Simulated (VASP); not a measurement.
Input of a VASP 6.6.1 run:

POSCAR

```
BN
1.0
   -0.0180482545      1.8048254497      1.8048254497
    1.8048254497     -0.0180482545      1.8048254497
    1.7867771952      1.7867771952      0.0000000000
B N
1 1
Direct
   -0.0000912040     -0.0000912040      0.0000912040
    0.2500912040      0.2500912040      0.2499087960
```

The input INCAR.step1:

```
SYSTEM = BN
  ALGO = Normal
  EDIFF = 1E-8
  ENCUT = 500
  GGA = PE
  ISMEAR = 0
  LASPH = .TRUE.
  LCHARG = .FALSE.
  LREAL = .FALSE.
  LWAVE = .TRUE.
  NELM = 80
  PREC = Accurate
  SIGMA = 0.01
```

The input INCAR.step2:

```
SYSTEM = BN
  ALGO = Exact
  EDIFF = 1E-8
  ENCUT = 500
  GGA = PE
  ISMEAR = 0
  ISTART = 1
  LASPH = .TRUE.
  LCHARG = .FALSE.
  LOPTICS = .TRUE.
  LREAL = .FALSE.
  LWAVE = .TRUE.
  NBANDS = 53
  NELM = 1
  PREC = Accurate
  SIGMA = 0.01
```

The input INCAR.step3:

```
SYSTEM = BN
  ALGO = EVGW0
  EDIFF = 1E-8
  ENCUT = 500
  ENCUTGW = 150.0
  GGA = PE
  ISMEAR = 0
  ISTART = 1
  LASPH = .TRUE.
  LCHARG = .FALSE.
  LREAL = .FALSE.
  LWAVE = .FALSE.
  NBANDS = 53
  NBANDSGW = 12
  NELMGW = 1
  NOMEGA = 48
  PREC = Accurate
  PRECFOCK = Fast
  SIGMA = 0.01
```

Contents of KPOINTS:

```
k-points
0
G
  6 6 6
  0 0 0
```

Potentials or basis: VASP PAW PBE potentials, release 64 (B_GW, N_GW).

Command:

```sh
$ cat potpaw_PBE.64/B_GW/POTCAR potpaw_PBE.64/N_GW/POTCAR > POTCAR
$ cp INCAR.step1 INCAR
$ mpirun -np 1 vasp_std > vasp.out
$ cp INCAR.step2 INCAR
$ mpirun -np 1 vasp_std > vasp.out
$ cp INCAR.step3 INCAR
$ mpirun -np 1 vasp_std > vasp.out
```

(1) Estimate the quasiparticle gap.

(2) Estimate the least direct quasiparticle gap.

(3) Predict the least direct gap of the starting levels on the mesh.

(4) Predict the band gap of the starting levels on the mesh.

## Answers

(1) 5.88 eV.

(2) 10.64 eV.

(3) 8.53 eV.

(4) 4.40 eV.

Caveat: the k points lie up to 0.51 Å⁻¹ apart; bands, screening cutoff and mesh are small and nothing is extrapolated, so the quasiparticle values aren't converged.
